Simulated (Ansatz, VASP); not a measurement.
PbS in VASP and in Ansatz

```xyz
4
Lattice="2.0637 -5.8693 0.0000 2.0637 5.8693 0.0000 0.0000 0.0000 4.2604" Properties=species:S:1:pos:R:3 pbc="T T T"
Pb    2.0637   -4.3700    3.1953
Pb    2.0637    4.3700    1.0651
S     2.0637   -1.6866    3.1953
S     2.0637    1.6866    1.0651
```

Alike in both runs: task single point; functional PBE; k mesh 6 × 6 × 6; no spin polarisation.

|  | VASP | Ansatz |
| --- | --- | --- |
| version | VASP 6.6.1 | Ansatz 0.2.0 |
| potentials or method | VASP PAW PBE potentials, release 64 (Pb_d, S) | plane waves, PAW |
| plane-wave cutoff (eV) | 520 | 420 |
| occupations | gaussian, width 0.01 eV | fixed |
| valence electrons in the cell | 40 | 40 |

Ansatz gave:

```
gap on the k mesh at the Fermi level (eV)                     : 1.17
pressure (GPa)                                                : 2.1
traceless stress, the component that is largest in VASP (GPa) : 0.34
rms of the force components (eV/Å)                            : 0.058
```

Q: Estimate VASP's values.

A: gap on the k mesh at the Fermi level (eV): 1.17; pressure (GPa): 2.1; traceless stress, the component that is largest in VASP (GPa): 0.33; rms of the force components (eV/Å): 0.057.

Atom by atom the forces differ by 0.002 eV/Å (rms over components).

Spin-orbit coupling is off throughout.
